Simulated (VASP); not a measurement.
Here is a VASP 6.6.1 calculation.

The input INCAR:

```
PREC = Accurate
ENCUT = 520
EDIFF = 1E-6
ISMEAR = 0
SIGMA = 0.02
LREAL = Auto
LASPH = True
NELM = 60
ALGO = Normal
ISIF = 2
LWAVE = False
LCHARG = False
GGA = PE
NBANDS = 166
```

KPOINTS

```
Automatic mesh
0
Gamma
  2 2 2
  0.5 0.5 0.5
```

POSCAR

```
CdTe
1.0
    6.6200404840      6.6200404840     -6.6200404840
   -6.6200404840     -6.6200404840     -6.6200404840
   -6.6200404840      6.6200404840      6.6200404840
Cd Te
16 16
Direct
    0.2500000000      0.7500000000      0.0000000000
    0.5000000000      0.5000000000      0.0000000000
    0.7500000000      0.2500000000      0.0000000000
    0.7500000000      0.7500000000      0.5000000000
    0.0000000000      0.7500000000      0.2500000000
    0.2500000000      0.5000000000      0.2500000000
    0.5000000000      0.2500000000      0.2500000000
    0.7500000000      0.0000000000      0.2500000000
    0.0000000000      0.0000000000      0.0000000000
    0.5000000000      0.7500000000      0.7500000000
    0.7500000000      0.5000000000      0.7500000000
    0.0000000000      0.5000000000      0.5000000000
    0.2500000000      0.2500000000      0.5000000000
    0.5000000000      0.0000000000      0.5000000000
    0.0000000000      0.2500000000      0.7500000000
    0.2500000000      0.0000000000      0.7500000000
    0.2500000000      0.5000000000      0.0000000000
    0.5000000000      0.2500000000      0.0000000000
    0.7500000000      0.0000000000      0.0000000000
    0.7500000000      0.5000000000      0.5000000000
    0.0000000000      0.5000000000      0.2500000000
    0.2500000000      0.2500000000      0.2500000000
    0.5000000000      0.0000000000      0.2500000000
    0.7500000000      0.7500000000      0.2500000000
    0.0000000000      0.7500000000      0.0000000000
    0.5000000000      0.5000000000      0.7500000000
    0.7500000000      0.2500000000      0.7500000000
    0.0000000000      0.2500000000      0.5000000000
    0.2500000000      0.0000000000      0.5000000000
    0.5000000000      0.7500000000      0.5000000000
    0.0000000000      0.0000000000      0.7500000000
    0.2500000000      0.7500000000      0.7500000000
```

Potentials or basis: VASP PAW PBE potentials, release 64 (Cd, Te).

Command:

```console
$ cat potpaw_PBE.64/Cd/POTCAR potpaw_PBE.64/Te/POTCAR > POTCAR
$ mpirun -np 1 vasp_std > vasp.out
```

Q: Predict the pressure.

A: 0.1 GPa.

Q: Estimate the band gap on the k mesh.

A: 2.17 eV.

Caveat: spin-orbit coupling is left out, which moves the levels of the heavy elements; a shifted mesh leaves out Γ, where band edges can lie. A k mesh can miss the band edges.
